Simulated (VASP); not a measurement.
Here is a VASP 6.6.1 calculation.

Contents of INCAR:

```
PREC = Accurate ; ENCUT = 520
EDIFF = 1E-6 ; ISMEAR = 0
SIGMA = 0.05 ; LREAL = False
LASPH = True ; NELM = 60
ALGO = Normal ; ISIF = 2
LWAVE = False ; LCHARG = False
GGA = PE ; NBANDS = 36
```

File KPOINTS:

```
regular mesh
0
Gamma
  12 12 2
```

POSCAR

```
C
1.0
    2.4323000000      0.0000000000      0.0000000000
   -1.2161500000      2.1064335896      0.0000000000
    0.0000000000      0.0000000000     12.1184000000
C
12
Direct
    0.0000000000      0.0000000000      0.1868593266
    0.0000000000      0.0000000000      0.6868593266
    0.0000000000      0.0000000000      0.3131406734
    0.0000000000      0.0000000000      0.8131406734
    0.3333333333      0.6666666667      0.5207665411
    0.6666666667      0.3333333333      0.0207665411
    0.3333333333      0.6666666667      0.9792334589
    0.6666666667      0.3333333333      0.4792334589
    0.3333333333      0.6666666667      0.6450950823
    0.6666666667      0.3333333333      0.1450950823
    0.3333333333      0.6666666667      0.8549049177
    0.6666666667      0.3333333333      0.3549049177
```

Potentials or basis: VASP PAW PBE potentials, release 64 (C).

Launch:

```sh
$ cat potpaw_PBE.64/C/POTCAR > POTCAR
$ mpirun -np 1 vasp_std > vasp.out
```

Question: What does it give for the pressure?

Answer: 51.1 GPa.

Question: What does it give for the band gap on the k mesh?

Answer: 4.74 eV, indirect (least direct gap 5.50 eV).

Question: Estimate the largest force.

Answer: 0.174 eV/Å.

Stress tensor (GPa, compression positive):
```
56.08  0.00  0.00
 0.00 56.08  0.00
 0.00  0.00 41.02
```

A k mesh can miss the band edges. A hybrid or GW would open this gap; PBE tends to underestimate it.
